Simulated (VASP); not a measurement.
# SnSe (Fm-3m) in VASP: single point with PBEsol

Aim: the single point of SnSe with PBEsol.

Everything below comes from runs of VASP 6.6.1. Logs are shortened: lines on timing, memory, paths and dates and some standing lists are left out, and cuts for length are marked.

## (1) The cell of the first run

The structure is cubic, space group Fm-3m (No. 225). Conventional cell: a = 6.020 Å, b = 6.020 Å, c = 6.020 Å, α = 90.00°, β = 90.00°, γ = 90.00°. Sn (site symmetry m-3m) has 6 Se at 3.01 Å within 4.0 Å. Within 4.0 Å of Se (site symmetry m-3m) lie 6 Sn at 3.01 Å.

## (2) Single point, PBEsol

Input file INCAR:

```
SYSTEM = SnSe
ALGO = Normal
EDIFF = 1E-6
ENCUT = 520
GGA = PS
ISIF = 2
ISMEAR = 0
LASPH = .TRUE.
LCHARG = .FALSE.
LREAL = .FALSE.
LWAVE = .FALSE.
NBANDS = 17
NELM = 100
PREC = Accurate
SIGMA = 0.05
```

Input file KPOINTS:

```
k-points
0
G
  8 8 8
  0 0 0
```

Input file POSCAR:

```
SnSe
1.0
    0.0000000000      3.0100000000      3.0100000000
    3.0100000000      0.0000000000      3.0100000000
    3.0100000000      3.0100000000      0.0000000000
Sn Se
1 1
Direct
    0.0000000000      0.0000000000      0.0000000000
    0.5000000000      0.5000000000      0.5000000000
```

Potentials or basis: VASP PAW PBE potentials, release 64 (Sn_d, Se).

The run is started by

```console
$ cat potpaw_PBE.64/Sn_d/POTCAR potpaw_PBE.64/Se/POTCAR > POTCAR
$ mpirun -np 1 vasp_std > vasp.out
```

OUTCAR:

```text
SYSTEM = SnSe
   EDIFF = 1E-6
   ENCUT = 520
   GGA = PS
   ISIF = 2
   ISMEAR = 0
   LASPH = .TRUE.
   LREAL = .FALSE.
   NELM = 100
   PREC = Accurate

 ion  position               nearest neighbor table
   1  0.000  0.000  0.000-   2 3.01   2 3.01   2 3.01   2 3.01   2 3.01   2 3.01
   2  0.500  0.500  0.500-   1 3.01   1 3.01   1 3.01   1 3.01   1 3.01   1 3.01

  LATTYP: Found a face centered cubic cell.
 ALAT       =     6.0200000000

  Lattice vectors:

 A1 = (   0.0000000000,   3.0100000000,   3.0100000000)
 A2 = (   3.0100000000,   0.0000000000,   3.0100000000)
 A3 = (   3.0100000000,   3.0100000000,   0.0000000000)

Analysis of symmetry for initial positions (statically):
=====================================================================
 Subroutine PRICEL returns:
 Original cell was already a primitive cell.

 Routine SETGRP: Setting up the symmetry group for a
 face centered cubic supercell.

 Subroutine GETGRP returns: Found 48 space group operations
 (whereof 48 operations were pure point group operations)
 out of a pool of 48 trial point group operations.

The static configuration has the point symmetry O_h .

Analysis of symmetry for dynamics (positions and initial velocities):
=====================================================================
 Subroutine PRICEL returns:
 Original cell was already a primitive cell.

 Routine SETGRP: Setting up the symmetry group for a
 face centered cubic supercell.

 Subroutine GETGRP returns: Found 48 space group operations
 (whereof 48 operations were pure point group operations)
 out of a pool of 48 trial point group operations.

The dynamic configuration has the point symmetry O_h .

 Subroutine INISYM returns: Found 48 space group operations
 (whereof 48 operations are pure point group operations),
 and found     1 'primitive' translations

----------------------------------------------------------------------------------------

                                     Primitive cell

  volume of cell :      54.5418

  direct lattice vectors                    reciprocal lattice vectors
     0.000000000  3.010000000  3.010000000    -0.166112957  0.166112957  0.166112957
     3.010000000  0.000000000  3.010000000     0.166112957 -0.166112957  0.166112957
     3.010000000  3.010000000  0.000000000     0.166112957  0.166112957 -0.166112957

  length of vectors
[... 80 lines left out ...]
   ENCUT  =  520.0 eV  38.22 Ry    6.18 a.u.   7.91  7.91  7.91*2*pi/ulx,y,z
   NELM   =    100;   NELMIN=  2; NELMDL= -5     # of ELM steps
   EDIFF  = 0.1E-05   stopping-criterion for ELM
   LREAL  =      F    real-space projection
   EDIFFG = 0.1E-04   stopping-criterion for IOM
   NSW    =      0    number of steps for IOM
   IBRION =     -1    ionic relax: 0-MD 1-quasi-New 2-CG
   NFREE  =      0    steps in history (QN), initial steepest desc. (CG)
   ISIF   =      2    stress and relaxation
   ISYM   =      2    0-nonsym 1-usesym 2-fastsym
   POTIM  = 0.5000    time-step for ionic-motion
   TEBEG  =    0.0;   TEEND  =   0.0 temperature during run
   PSTRESS=    0.0 pullay stress
   NELECT =      20.0000    total number of electrons
   NUPDOWN=      -1.0000    fix difference up-down
   EMIN   =  10.00;   EMAX   =-10.00  energy-range for DOS
   EFERMI =   0.00;   METHOD = LEGACY
   ISMEAR =     0;   SIGMA  =   0.05  broadening in eV -4-tet -1-fermi 0-gaus
   EFERMI_NEDOS =   21; number of points for ismear=-14 and -15
   IALGO  =     38    algorithm
   IMIX   =      4    mixing-type and parameters
     AMIX     =   0.40;   BMIX     =  1.00
     AMIX_MAG =   1.60;   BMIX_MAG =  1.00
  volume/ion in A,a.u.               =      27.27       184.03
  Fermi-wavevector in a.u.,A,eV,Ry     =   1.171768  2.214321 18.681350  1.373040
  Thomas-Fermi vector in A             =   2.308207
   LORBIT       =      0    0 simple, 1 ext, 2 COOP (PROOUT), +10 PAW based schemes
   GGA     = PS    functional components
   LHFCALC =     F    Hartree Fock is set to
   AEXX    =    0.0000 exact exchange contribution
   IVDW    =     0    specifies the selected vdW correction
   LEPSILON=     F    determine dielectric tensor
   LRPA    =     F    only Hartree local field effects (RPA)
 non-spin polarized calculation
 Gauss-broadening in eV      SIGMA  =   0.05
  energy-cutoff  :      520.00
  volume of cell :       54.54
 maximum number of plane-waves:      1480
   NGX = 15   NGY = 15   NGZ = 15

 number of electron      20.0000005 magnetization

 Free energy of the ion-electron system (eV)
  ---------------------------------------------------
  ext. energy  EPLUGINS =         0.00000000
  ---------------------------------------------------
  free energy    TOTEN  =        -8.97391036 eV

  energy without entropy =       -8.97391036  energy(sigma->0) =       -8.97391036

 E-fermi :   5.5982     XC(G=0):  -9.7765

 val. band max:        5.3562694280   @ k =   0.5000   0.0000   0.0000
 cond. band min:       6.0070686670   @ k =   0.5000   0.0000   0.0000
 fundamental gap:      0.6507992390
 Fermi energy:         5.5982314248

 k-point     1 :       0.0000    0.0000    0.0000
  band No.  band energies     occupation
      1     -16.0437      2.00000
      2     -16.0437      2.00000
      3     -16.0437      2.00000
      4     -16.0430      2.00000
      5     -16.0430      2.00000
      6      -8.4367      2.00000
[... 457 lines left out ...]
      4     -16.0346      2.00000
      5     -16.0293      2.00000
      6      -7.3490      2.00000
[... 9 lines left out ...]
     16      16.1514      0.00000
     17      16.2777      0.00000

 [... further k-points ...]

------------------------ aborting loop because EDIFF is reached ----------------------------------------

  FORCE on cell =-STRESS in cart. coord.  units (eV):
  Direction    XX          YY          ZZ          XY          YZ          ZX
  --------------------------------------------------------------------------------------
  -------------------------------------------------------------------------------------
  Total       -0.6563544     -0.6563544     -0.6563544      0.0000000      0.0000000      0.0000000
  in kB      -19.2805524    -19.2805524    -19.2805524      0.0000000      0.0000000      0.0000000
  external PRESSURE =     -19.2805524 kB  Pullay stress =       0.0000000 kB

 VOLUME and BASIS-vectors are now :
 -----------------------------------------------------------------------------
  energy-cutoff  :      520.00
  volume of cell :       54.54
      direct lattice vectors                 reciprocal lattice vectors
     0.000000000  3.010000000  3.010000000    -0.166112957  0.166112957  0.166112957
     3.010000000  0.000000000  3.010000000     0.166112957 -0.166112957  0.166112957
     3.010000000  3.010000000  0.000000000     0.166112957  0.166112957 -0.166112957

 POSITION                                       TOTAL-FORCE (eV/Angst)
 -----------------------------------------------------------------------------------
      0.00000      0.00000      0.00000         0.000000      0.000000     -0.000000
      3.01000      3.01000      3.01000        -0.000000     -0.000000      0.000000
 -----------------------------------------------------------------------------------
    total drift:                                0.000000     -0.000000     -0.000000

  FREE ENERGIE OF THE ION-ELECTRON SYSTEM (eV)
  ---------------------------------------------------
  free  energy   TOTEN  =        -8.9739103582 eV

  energy  without entropy=       -8.9739103582  energy(sigma->0) =       -8.97391036
```

OSZICAR:

```text
N       E                     dE             d eps       ncg     rms          rms(c)
DAV:   1     0.129624230905E+03    0.12962E+03   -0.99089E+03  1003   0.144E+03
DAV:   2     0.320022926344E+01   -0.12642E+03   -0.12257E+03  1042   0.339E+02
DAV:   3    -0.885310123087E+01   -0.12053E+02   -0.11968E+02  1228   0.919E+01
DAV:   4    -0.913765650103E+01   -0.28456E+00   -0.28434E+00  1157   0.150E+01
DAV:   5    -0.914577946961E+01   -0.81230E-02   -0.81227E-02  1428   0.252E+00    0.301E+00
DAV:   6    -0.897781135094E+01    0.16797E+00   -0.40934E-01  1437   0.413E+00    0.179E+00
DAV:   7    -0.897398649770E+01    0.38249E-02   -0.69879E-02  1142   0.129E+00    0.856E-01
DAV:   8    -0.897406425319E+01   -0.77755E-04   -0.70068E-03  1215   0.709E-01    0.905E-02
DAV:   9    -0.897388792463E+01    0.17633E-03   -0.12803E-03  1421   0.268E-01    0.434E-02
DAV:  10    -0.897390868063E+01   -0.20756E-04   -0.11343E-04  1198   0.701E-02    0.828E-03
DAV:  11    -0.897391032278E+01   -0.16422E-05   -0.72408E-06  1308   0.205E-02    0.205E-03
DAV:  12    -0.897391035823E+01   -0.35446E-07   -0.26150E-07   604   0.675E-03
   1 F= -.89739104E+01 E0= -.89739104E+01  d E =-.148858E-13
```

stdout:

```text
POSCAR found type information on POSCAR SnSe
 POSCAR found :  2 types and       2 ions
 scaLAPACK will be used
 -----------------------------------------------------------------------------
|                                                                             |
|                                                                             |
|     You enforced a specific xc type in the INCAR file but a different       |
|     I HOPE YOU KNOW WHAT YOU ARE DOING!                                     |
|                                                                             |
 -----------------------------------------------------------------------------

 LDA part: xc-table for (Slater+PW92), standard interpolation
 POSCAR, INCAR and KPOINTS ok, starting setup
 FFT: planning ... GRIDC
 FFT: planning ... GRID_SOFT
 FFT: planning ... GRID
 WAVECAR not read
 entering main loop
```

It took 9.1 s on 1 thread of Intel Xeon Platinum 8559C (Emerald Rapids), shared host; peak memory 0.18 GiB.

Results:

```yaml
Free_energy: -8.9739 eV
Pressure: -1.9 GPa
Band_gap_on_the_k_mesh: 0.65 eV, direct
```

Caveat: the PAW data sets were made with another functional, which shifts forces and pressure a little; spin-orbit coupling is left out, which moves the levels of the heavy elements. A k mesh can miss the band edges.
